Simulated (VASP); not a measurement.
A run of VASP 6.6.1 is set up as follows.

The input INCAR:

```
PREC = Accurate
ENCUT = 520
EDIFF = 1E-6
ISMEAR = 0
SIGMA = 0.1
LREAL = False
LASPH = True
NELM = 100
ALGO = Fast
ISIF = 2
LWAVE = False
LCHARG = False
LDIPOL = True
IDIPOL = 3
DIPOL = 0.5 0.5 0.500
GGA = PE
NBANDS = 14
```

The input KPOINTS:

```
Automatic mesh
0
Gamma
  12 9 1
```

File POSCAR:

```
Al
1.0
    2.8577415166      0.0000000000      0.0000000000
    0.0000000000      4.0414568105      0.0000000000
    0.0000000000      0.0000000000     19.2866122749
Al
4
Direct
    0.5000000000      0.5000000000      0.3888707821
    0.0000000000      0.0000000000      0.4629569274
    0.5000000000      0.5000000000      0.5370430726
    0.0000000000      0.0000000000      0.6111292179
```

Potentials or basis: VASP PAW PBE potentials, release 64 (Al).

Run with:

```sh
$ cat potpaw_PBE.64/Al/POTCAR > POTCAR
$ mpirun -np 1 vasp_std > vasp.out
```

(1) Predict the band gap on the k mesh.

(2) What does it give for the largest force?

Results:

(1) zero (band 6 reaches 0.39 eV, above the bottom of band 7 at -0.98 eV).

(2) 0.185 eV/Å.
